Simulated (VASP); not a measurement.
Input of a VASP 6.6.1 run:

File POSCAR:

```
C
1.0
    2.4844860371      0.0000000000      0.0000000000
   -1.2422430185      2.1516280234      0.0000000000
    0.0000000000      0.0000000000      8.1966792355
C
8
Direct
    0.0000000000      0.0000000000      0.0929334767
    0.0000000000      0.0000000000      0.5929334767
    0.0000000000      0.0000000000      0.4070665233
    0.0000000000      0.0000000000      0.9070665233
    0.3333333333      0.6666666667      0.1554962105
    0.6666666667      0.3333333333      0.6554962105
    0.3333333333      0.6666666667      0.3445037895
    0.6666666667      0.3333333333      0.8445037895
```

File INCAR.step1:

```
SYSTEM = C
PREC = Accurate ; ENCUT = 600
ISMEAR = 0 ; SIGMA = 0.02
LREAL = .FALSE. ; LASPH = .TRUE.
NELM = 80 ; GGA = PE
ALGO = Normal ; EDIFF = 1E-4
LWAVE = .TRUE. ; LCHARG = .FALSE.
```

The input INCAR.step2:

```
SYSTEM = C
PREC = Accurate ; ENCUT = 600
EDIFF = 1E-6 ; ISMEAR = 0
SIGMA = 0.02 ; LREAL = .FALSE.
LASPH = .TRUE. ; NELM = 80
ALGO = Normal ; ISIF = 4
LWAVE = .FALSE. ; LCHARG = .FALSE.
METAGGA = R2SCAN ; LMIXTAU = .TRUE.
IBRION = 2 ; NSW = 50
EDIFFG = -0.01 ; ISTART = 1
```

KPOINTS

```
regular mesh
0
G
  12 12 4
  0 0 0
```

Potentials or basis: VASP PAW PBE potentials, release 64 (C).

Command:

```console
$ cat potpaw_PBE.64/C/POTCAR > POTCAR
$ cp INCAR.step1 INCAR
$ mpirun -np 1 vasp_std > vasp.out
$ cp INCAR.step2 INCAR
$ mpirun -np 1 vasp_std > vasp.out
```

(1) What does it give for the band gap on the k mesh?

Results:

(1) 4.85 eV (least direct gap 5.60 eV).
